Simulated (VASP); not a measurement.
# BP (zinc blende) (F-43m) in VASP: a series of runs, part 2 of 2

VASP 6.6.1. Earlier steps stand in the parts before.

### 4 Single point, PBE (volume scaled by 0.68)

File INCAR:

```
SYSTEM = BP
PREC     = Accurate       ! precision mode
ENCUT    = 500            ! plane-wave cutoff, eV
EDIFF    = 1E-6           ! SCF threshold, eV
ISMEAR   = 0              ! smearing method
SIGMA    = 0.05           ! smearing width, eV
LREAL    = .False.        ! projectors in reciprocal space
LASPH    = .True.         ! aspherical terms in the spheres
NELM     = 120            ! most SCF steps
ALGO     = Normal         ! electronic algorithm
ISIF     = 2              ! what is computed and relaxed
LWAVE    = .False.        ! write WAVECAR
LCHARG   = .False.        ! write CHGCAR
GGA      = PE             ! functional
NBANDS   = 11             ! bands
GGA_COMPAT= .False.
```

File KPOINTS:

```
regular mesh
0
Gamma
  12 12 12
  0 0 0
```

File POSCAR:

```
BP
1.0
    0.0000000000      1.9939622563      1.9939622563
    1.9939622563      0.0000000000      1.9939622563
    1.9939622563      1.9939622563      0.0000000000
B P
1 1
Direct
    0.0000000000      0.0000000000      0.0000000000
    0.2500000000      0.2500000000      0.2500000000
```

Potentials or basis: VASP PAW PBE potentials, release 64 (B, P).

Started as:

```
cat potpaw_PBE.64/B/POTCAR potpaw_PBE.64/P/POTCAR > POTCAR
mpirun -np 1 vasp_std > vasp.out
```

OUTCAR:

```text
SYSTEM = BP
   PREC = Accurate
   ENCUT = 500
   EDIFF = 1E-6
   ISMEAR = 0
   LREAL = .False.
   LASPH = .True.
   NELM = 120
   ISIF = 2
   GGA = PE

 ion  position               nearest neighbor table
   1  0.000  0.000  0.000-   2 1.73   2 1.73   2 1.73   2 1.73
   2  0.250  0.250  0.250-   1 1.73   1 1.73   1 1.73   1 1.73

  LATTYP: Found a face centered cubic cell.
 ALAT       =     3.9879245126

  Lattice vectors:

 A1 = (   0.0000000000,   1.9939622563,   1.9939622563)
 A2 = (   1.9939622563,   0.0000000000,   1.9939622563)
 A3 = (   1.9939622563,   1.9939622563,   0.0000000000)

Analysis of symmetry for initial positions (statically):
=====================================================================
 Subroutine PRICEL returns:
 Original cell was already a primitive cell.

 Routine SETGRP: Setting up the symmetry group for a
 face centered cubic supercell.

 Subroutine GETGRP returns: Found 24 space group operations
 (whereof 24 operations were pure point group operations)
 out of a pool of 48 trial point group operations.

The static configuration has the point symmetry T_d .

Analysis of symmetry for dynamics (positions and initial velocities):
=====================================================================
 Subroutine PRICEL returns:
 Original cell was already a primitive cell.

 Routine SETGRP: Setting up the symmetry group for a
 face centered cubic supercell.

 Subroutine GETGRP returns: Found 24 space group operations
 (whereof 24 operations were pure point group operations)
 out of a pool of 48 trial point group operations.

The dynamic configuration has the point symmetry T_d .

 Subroutine INISYM returns: Found 24 space group operations
 (whereof 24 operations are pure point group operations),
 and found     1 'primitive' translations

----------------------------------------------------------------------------------------

                                     Primitive cell

  volume of cell :      15.8555

[... 112 lines left out ...]
   LORBIT       =      0    0 simple, 1 ext, 2 COOP (PROOUT), +10 PAW based schemes
   GGA     = PE    functional components
   LHFCALC =     F    Hartree Fock is set to
   AEXX    =    0.0000 exact exchange contribution
   IVDW    =     0    specifies the selected vdW correction
   LEPSILON=     F    determine dielectric tensor
   LRPA    =     F    only Hartree local field effects (RPA)
 non-spin polarized calculation
 Gauss-broadening in eV      SIGMA  =   0.05
  energy-cutoff  :      500.00
  volume of cell :       15.86
 maximum number of plane-waves:       419
 NGX is ok and might be reduce to    24
   NGX = 11   NGY = 11   NGZ = 11

 number of electron       8.0000000 magnetization

 Free energy of the ion-electron system (eV)
  ---------------------------------------------------
  ext. energy  EPLUGINS =         0.00000000
  ---------------------------------------------------
  free energy    TOTEN  =       -10.62682729 eV

  energy without entropy =      -10.62682729  energy(sigma->0) =      -10.62682729

 E-fermi :  12.8456     XC(G=0): -12.6482

 val. band max:       12.5963946277   @ k =   0.0000   0.0000   0.0000
 cond. band min:      13.0677605411   @ k =   0.5000   0.5000   0.0000
 fundamental gap:      0.4713659134
 Fermi energy:        12.8455949239

 k-point     1 :       0.0000    0.0000    0.0000
  band No.  band energies     occupation
      1      -6.6674      2.00000
      2      12.5964      2.00000
      3      12.5964      2.00000
      4      12.5964      2.00000
      5      17.0544      0.00000
      6      17.0544      0.00000
      7      17.0544      0.00000
      8      25.9692      0.00000
      9      26.1227      0.00000
     10      26.1227      0.00000
     11      28.0207      0.00000
[... 309 lines left out ...]
 k-point    24 :      -0.4167    0.1667    0.0000
  band No.  band energies     occupation
      1      -1.2414      2.00000
      2       1.2348      2.00000
      3       7.7287      2.00000
      4       9.6402      2.00000
      5      16.2689      0.00000
      6      19.6857      0.00000
      7      21.4469      0.00000
      8      26.0220      0.00000
      9      27.4876      0.00000
     10      27.7258      0.00000
     11      32.5130      0.00000

 [... further k-points ...]
[... 5 lines left out ...]
  --------------------------------------------------------------------------------------
  -------------------------------------------------------------------------------------
  Total       12.9687212     12.9687212     12.9687212     -0.0000000      0.0000000      0.0000000
  in kB     1310.4695650   1310.4695650   1310.4695650     -0.0000000      0.0000000      0.0000000
  external PRESSURE =    1310.4695650 kB  Pullay stress =       0.0000000 kB

 VOLUME and BASIS-vectors are now :
 -----------------------------------------------------------------------------
  energy-cutoff  :      500.00
  volume of cell :       15.86
      direct lattice vectors                 reciprocal lattice vectors
     0.000000000  1.993962256  1.993962256    -0.250757003  0.250757003  0.250757003
     1.993962256  0.000000000  1.993962256     0.250757003 -0.250757003  0.250757003
     1.993962256  1.993962256  0.000000000     0.250757003  0.250757003 -0.250757003

 POSITION                                       TOTAL-FORCE (eV/Angst)
 -----------------------------------------------------------------------------------
      0.00000      0.00000      0.00000        -0.000000     -0.000000     -0.000000
      0.99698      0.99698      0.99698         0.000000      0.000000      0.000000
 -----------------------------------------------------------------------------------
    total drift:                               -0.000000     -0.000000     -0.000000

  FREE ENERGIE OF THE ION-ELECTRON SYSTEM (eV)
  ---------------------------------------------------
  free  energy   TOTEN  =       -10.6268272927 eV

  energy  without entropy=      -10.6268272927  energy(sigma->0) =      -10.62682729
```

OSZICAR:

```text
N       E                     dE             d eps       ncg     rms          rms(c)
DAV:   1     0.121977610708E+02    0.12198E+02   -0.43405E+03  1584   0.667E+02
DAV:   2    -0.119319198877E+02   -0.24130E+02   -0.23190E+02  2079   0.125E+02
DAV:   3    -0.124373119663E+02   -0.50539E+00   -0.50441E+00  1960   0.153E+01
DAV:   4    -0.124385134277E+02   -0.12015E-02   -0.12014E-02  1821   0.897E-01
DAV:   5    -0.124385167634E+02   -0.33357E-05   -0.33352E-05  1947   0.464E-02    0.124E+01
DAV:   6    -0.109055439618E+02    0.15330E+01   -0.25152E+00  1797   0.860E+00    0.664E+00
DAV:   7    -0.106356995230E+02    0.26984E+00   -0.81490E-01  1937   0.491E+00    0.188E+00
DAV:   8    -0.106264050612E+02    0.92945E-02   -0.37660E-02  1838   0.134E+00    0.285E-01
DAV:   9    -0.106267204816E+02   -0.31542E-03   -0.57631E-04  1851   0.186E-01    0.157E-01
DAV:  10    -0.106268242149E+02   -0.10373E-03   -0.14535E-04  1778   0.791E-02    0.356E-02
DAV:  11    -0.106268267784E+02   -0.25635E-05   -0.42179E-06  1886   0.144E-02    0.327E-02
DAV:  12    -0.106268272927E+02   -0.51431E-06   -0.11967E-06  1716   0.746E-03
   1 F= -.10626827E+02 E0= -.10626827E+02  d E =-.131321E-12
```

stdout:

```text
POSCAR found type information on POSCAR B P
 POSCAR found :  2 types and       2 ions
 scaLAPACK will be used
 LDA part: xc-table for (Slater+PW92), standard interpolation
 POSCAR, INCAR and KPOINTS ok, starting setup
 FFT: planning ... GRIDC
 FFT: planning ... GRID_SOFT
 FFT: planning ... GRID
 WAVECAR not read
 entering main loop
```

Run time: 21 s. Hardware: 1 thread of Intel Xeon 8259CL, shared host; peak memory 0.14 GiB.

What came out:

```yaml
Free_energy: -10.6268 eV
Pressure: 131.0 GPa
Band_gap_on_the_k_mesh: 0.47 eV, indirect (least direct gap 4.42 eV)
```

Levels at points of the mesh, in eV from the valence-band top:
| k point | band 1 | band 2 | band 3 | band 4 | band 5 | band 6 | band 7 | band 8 |
| --- | --- | --- | --- | --- | --- | --- | --- | --- |
| (0.00, 0.00, 0.00) | -19.26 | 0.00 | 0.00 | 0.00 | 4.46 | 4.46 | 4.46 | 13.37 |
| (0.50, 0.00, 0.00) | -14.22 | -12.11 | -2.10 | -2.10 | 5.03 | 5.03 | 6.44 | 11.56 |
| (0.50, 0.50, 0.00) | -12.20 | -10.68 | -5.51 | -5.51 | 0.47 | 1.48 | 16.08 | 16.08 |

 A k mesh can miss the band edges.

### 5 Single point, PBE (volume scaled by 0.72)

File INCAR:

```
  PREC = Accurate
  ENCUT = 500
  EDIFF = 1E-6
  ISMEAR = 0
  SIGMA = 0.05
  LREAL = F
  LASPH = T
  NELM = 120
  ALGO = Normal
  ISIF = 2
  LWAVE = F
  LCHARG = T
  GGA = PE
  LELF = T
  LVHAR = T
  NBANDS = 11
  GGA_COMPAT = F
```

File KPOINTS:

```
Automatic mesh
0
Gamma
  12 12 12
```

File POSCAR:

```
BP
1.0
    0.0000000000      2.0323170526      2.0323170526
    2.0323170526      0.0000000000      2.0323170526
    2.0323170526      2.0323170526      0.0000000000
B P
1 1
Direct
    0.0000000000      0.0000000000      0.0000000000
    0.2500000000      0.2500000000      0.2500000000
```

Potentials or basis: VASP PAW PBE potentials, release 64 (B, P).

Started as:

```
cat potpaw_PBE.64/B/POTCAR potpaw_PBE.64/P/POTCAR > POTCAR
mpirun -np 1 vasp_std > vasp.out
```

OUTCAR:

```text
PREC = Accurate
   ENCUT = 500
   EDIFF = 1E-6
   ISMEAR = 0
   LREAL = F
   LASPH = T
   NELM = 120
   ISIF = 2
   GGA = PE

 ion  position               nearest neighbor table
   1  0.000  0.000  0.000-   2 1.76   2 1.76   2 1.76   2 1.76
   2  0.250  0.250  0.250-   1 1.76   1 1.76   1 1.76   1 1.76

  LATTYP: Found a face centered cubic cell.
 ALAT       =     4.0646341052

  Lattice vectors:

 A1 = (   0.0000000000,   2.0323170526,   2.0323170526)
 A2 = (   2.0323170526,   0.0000000000,   2.0323170526)
 A3 = (   2.0323170526,   2.0323170526,   0.0000000000)

Analysis of symmetry for initial positions (statically):
=====================================================================
 Subroutine PRICEL returns:
 Original cell was already a primitive cell.

 Routine SETGRP: Setting up the symmetry group for a
 face centered cubic supercell.

 Subroutine GETGRP returns: Found 24 space group operations
 (whereof 24 operations were pure point group operations)
 out of a pool of 48 trial point group operations.

The static configuration has the point symmetry T_d .

Analysis of symmetry for dynamics (positions and initial velocities):
=====================================================================
 Subroutine PRICEL returns:
 Original cell was already a primitive cell.

 Routine SETGRP: Setting up the symmetry group for a
 face centered cubic supercell.

 Subroutine GETGRP returns: Found 24 space group operations
 (whereof 24 operations were pure point group operations)
 out of a pool of 48 trial point group operations.

The dynamic configuration has the point symmetry T_d .

 Subroutine INISYM returns: Found 24 space group operations
 (whereof 24 operations are pure point group operations),
 and found     1 'primitive' translations

----------------------------------------------------------------------------------------

                                     Primitive cell

  volume of cell :      16.7882

[... 111 lines left out ...]
  Thomas-Fermi vector in A             =   2.411232
   LORBIT       =      0    0 simple, 1 ext, 2 COOP (PROOUT), +10 PAW based schemes
   GGA     = PE    functional components
   LHFCALC =     F    Hartree Fock is set to
   AEXX    =    0.0000 exact exchange contribution
   IVDW    =     0    specifies the selected vdW correction
   LEPSILON=     F    determine dielectric tensor
   LRPA    =     F    only Hartree local field effects (RPA)
 non-spin polarized calculation
 Gauss-broadening in eV      SIGMA  =   0.05
  energy-cutoff  :      500.00
  volume of cell :       16.79
 maximum number of plane-waves:       444
 NGX is ok and might be reduce to    24
   NGX = 11   NGY = 11   NGZ = 11

 number of electron       8.0000000 magnetization

 Free energy of the ion-electron system (eV)
  ---------------------------------------------------
  ext. energy  EPLUGINS =         0.00000000
  ---------------------------------------------------
  free energy    TOTEN  =       -11.30019473 eV

  energy without entropy =      -11.30019473  energy(sigma->0) =      -11.30019473

 E-fermi :  12.0032     XC(G=0): -12.3822

 val. band max:       11.7643304196   @ k =   0.0000   0.0000   0.0000
 cond. band min:      12.3627533390   @ k =   0.5000   0.5000   0.0000
 fundamental gap:      0.5984229194
 Fermi energy:        12.0032043616

 k-point     1 :       0.0000    0.0000    0.0000
  band No.  band energies     occupation
      1      -6.9025      2.00000
      2      11.7643      2.00000
      3      11.7643      2.00000
      4      11.7643      2.00000
      5      15.9848      0.00000
      6      15.9848      0.00000
      7      15.9848      0.00000
      8      24.3410      0.00000
      9      25.0381      0.00000
     10      25.0381      0.00000
     11      26.3608      0.00000
[... 309 lines left out ...]
 k-point    24 :      -0.4167    0.1667    0.0000
  band No.  band energies     occupation
      1      -1.7619      2.00000
      2       0.8362      2.00000
      3       7.0205      2.00000
      4       8.8844      2.00000
      5      15.4185      0.00000
      6      18.6850      0.00000
      7      20.1869      0.00000
      8      24.6852      0.00000
      9      26.1487      0.00000
     10      26.4795      0.00000
     11      30.9991      0.00000

 [... further k-points ...]
[... 5 lines left out ...]
  --------------------------------------------------------------------------------------
  -------------------------------------------------------------------------------------
  Total       10.5942863     10.5942863     10.5942863     -0.0000000     -0.0000000      0.0000000
  in kB     1011.0622797   1011.0622797   1011.0622797     -0.0000000     -0.0000000      0.0000000
  external PRESSURE =    1011.0622797 kB  Pullay stress =       0.0000000 kB

 VOLUME and BASIS-vectors are now :
 -----------------------------------------------------------------------------
  energy-cutoff  :      500.00
  volume of cell :       16.79
      direct lattice vectors                 reciprocal lattice vectors
     0.000000000  2.032317053  2.032317053    -0.246024605  0.246024605  0.246024605
     2.032317053  0.000000000  2.032317053     0.246024605 -0.246024605  0.246024605
     2.032317053  2.032317053  0.000000000     0.246024605  0.246024605 -0.246024605

 POSITION                                       TOTAL-FORCE (eV/Angst)
 -----------------------------------------------------------------------------------
      0.00000      0.00000      0.00000         0.000000      0.000000      0.000000
      1.01616      1.01616      1.01616        -0.000000     -0.000000     -0.000000
 -----------------------------------------------------------------------------------
    total drift:                               -0.000000     -0.000000     -0.000000

  FREE ENERGIE OF THE ION-ELECTRON SYSTEM (eV)
  ---------------------------------------------------
  free  energy   TOTEN  =       -11.3001947340 eV

  energy  without entropy=      -11.3001947340  energy(sigma->0) =      -11.30019473
```

OSZICAR:

```text
N       E                     dE             d eps       ncg     rms          rms(c)
DAV:   1     0.104409310689E+02    0.10441E+02   -0.42986E+03  1608   0.665E+02
DAV:   2    -0.124096974025E+02   -0.22851E+02   -0.21943E+02  2082   0.120E+02
DAV:   3    -0.129143394544E+02   -0.50464E+00   -0.50374E+00  1951   0.150E+01
DAV:   4    -0.129156108142E+02   -0.12714E-02   -0.12713E-02  1826   0.911E-01
DAV:   5    -0.129156145690E+02   -0.37548E-05   -0.37547E-05  1973   0.485E-02    0.115E+01
DAV:   6    -0.115450466426E+02    0.13706E+01   -0.23527E+00  1800   0.805E+00    0.615E+00
DAV:   7    -0.113091594671E+02    0.23589E+00   -0.70324E-01  1945   0.447E+00    0.179E+00
DAV:   8    -0.112997516917E+02    0.94078E-02   -0.36271E-02  1865   0.128E+00    0.275E-01
DAV:   9    -0.113000699866E+02   -0.31829E-03   -0.59358E-04  1815   0.187E-01    0.165E-01
DAV:  10    -0.113001896130E+02   -0.11963E-03   -0.15495E-04  1799   0.816E-02    0.334E-02
DAV:  11    -0.113001941764E+02   -0.45634E-05   -0.52069E-06  1880   0.163E-02    0.358E-02
DAV:  12    -0.113001947340E+02   -0.55760E-06   -0.15034E-06  1760   0.781E-03
   1 F= -.11300195E+02 E0= -.11300195E+02  d E =-.599103E-14
```

stdout:

```text
POSCAR found type information on POSCAR B P
 POSCAR found :  2 types and       2 ions
 scaLAPACK will be used
 LDA part: xc-table for (Slater+PW92), standard interpolation
 POSCAR, INCAR and KPOINTS ok, starting setup
 FFT: planning ... GRIDC
 FFT: planning ... GRID_SOFT
 FFT: planning ... GRID
 WAVECAR not read
 entering main loop
```

Wall time 21 s (1 thread of Intel Xeon 8259CL, shared host); peak memory 0.14 GiB.

Results:

```
Free energy            : -11.3002 eV
Pressure               : 101.1 GPa
Band gap on the k mesh : 0.60 eV, indirect (least direct gap 4.22 eV)
```

Levels at points of the mesh, in eV from the valence-band top:
| k point | band 2 | band 3 | band 4 | band 5 | band 6 | band 7 |
| --- | --- | --- | --- | --- | --- | --- |
| (0.00, 0.00, 0.00) | 0.00 | 0.00 | 0.00 | 4.22 | 4.22 | 4.22 |
| (0.50, 0.00, 0.00) | -11.63 | -2.07 | -2.07 | 4.96 | 4.96 | 5.99 |
| (0.50, 0.50, 0.00) | -10.37 | -5.31 | -5.31 | 0.60 | 1.47 | 15.45 |

 A k mesh can miss the band edges.

### 6 Summary

| cell | gap on the mesh (eV) | pressure (GPa) |
| --- | --- | --- |
| a = 2.705 Å, angles 60.0°, 2 atoms | 0.21 | 215.6 |
| a = 2.763 Å, angles 60.0°, 2 atoms | 0.34 | 168.5 |
| a = 2.820 Å, angles 60.0°, 2 atoms | 0.47 | 131.0 |
| a = 2.874 Å, angles 60.0°, 2 atoms | 0.60 | 101.1 |

Alike in all rows: task single point; level PBE; potentials or basis VASP PAW PBE potentials, release 64 (B, P); no spin polarisation; k mesh 12 × 12 × 12; cutoff (eV) 500; smearing gaussian 0.05 eV.

Absolute energies hang on the potentials; compare differences alone.
